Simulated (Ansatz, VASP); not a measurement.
**Two plane-wave programs on WS2**

INCAR

```
PREC = Accurate
ENCUT = 500
EDIFF = 1E-6
ISMEAR = 0
SIGMA = 0.02
LREAL = False
LASPH = True
NELM = 120
ALGO = Normal
ISIF = 2
LWAVE = False
LCHARG = False
NBANDS = 35
GGA_COMPAT = False
```

Contents of KPOINTS:

```
Automatic mesh
0
Gamma
  12 12 4
```

POSCAR

```
WS2
1.0
    3.1268219304      0.0000000000      0.0000000000
   -1.5634109652      2.7079072248      0.0000000000
    0.0000000000      0.0000000000     12.1593688269
W S
2 4
Direct
    0.3333333333      0.6666666667      0.2500000000
    0.6666666667      0.3333333333      0.7500000000
    0.3333333333      0.6666666667      0.6215372132
    0.6666666667      0.3333333333      0.1215372132
    0.3333333333      0.6666666667      0.8784627868
    0.6666666667      0.3333333333      0.3784627868
```

Input for Ansatz:

```yaml
crystal:
  lattice:
    - [3.1268219304, 0.0, 0.0]
    - [-1.5634109652, 2.7079072248, 0.0]
    - [0.0, 0.0, 12.1593688269]
  atoms:
    - { symbol: W, position: [0.3333333333, 0.6666666667, 0.25] }
    - { symbol: W, position: [0.6666666667, 0.3333333333, 0.75] }
    - { symbol: S, position: [0.3333333333, 0.6666666667, 0.6215372132] }
    - { symbol: S, position: [0.6666666667, 0.3333333333, 0.1215372132] }
    - { symbol: S, position: [0.3333333333, 0.6666666667, 0.8784627868] }
    - { symbol: S, position: [0.6666666667, 0.3333333333, 0.3784627868] }
basis:
  ecutwfc: 420
kpoints:
  mp_grid: { grid: [12, 12, 4] }
  band_path:
    path:
      - [[0.0, 0.0, 0.0], [0.5, 0.0, 0.0], [0.33333333, 0.33333333, 0.0], [0.0, 0.0, 0.0], [0.0, 0.0, 0.5], [0.5, 0.0, 0.5], [0.33333333, 0.33333333, 0.5], [0.0, 0.0, 0.5]]
      - [[0.5, 0.0, 0.5], [0.5, 0.0, 0.0]]
      - [[0.33333333, 0.33333333, 0.5], [0.33333333, 0.33333333, 0.0]]
    npoints: 10
hamiltonian:
  xc: lda
  pseudopotentials: { kind: paw }
scf:
  occupations: { method: gaussian, width: 0.02 }
  n_extra_bands: 9
output:
  forces: true
  stress: true
  eigenvalues: true
```

Alike in both runs: task single point; functional LDA; k mesh 12 × 12 × 4; occupations gaussian, width 0.02 eV; no spin polarisation.

```csv
,VASP,Ansatz
version,VASP 6.6.1,Ansatz 0.2.0
potentials or method,"VASP PAW LDA potentials, release 64 (W_sv, S), cutoff 500 eV","scalar-relativistic, plane waves, PAW"
valence electrons in the cell,52,52
```

```csv
,VASP,Ansatz,Ansatz less VASP
gap on the k mesh at the Fermi level (eV),0.85,0.84,-0.010
least direct gap on the mesh (eV),1.89,1.88,-0.012
pressure (GPa),0.4,0.0,-0.41
rms of the force components (eV/Å),0.023,0.000,-0.0226
```

LDA's correlation is that of Perdew and Zunger in VASP and of Perdew and Wang (1992) in Ansatz. Atom by atom the forces differ by 0.023 eV/Å (rms over components).

Spin-orbit coupling is off throughout.
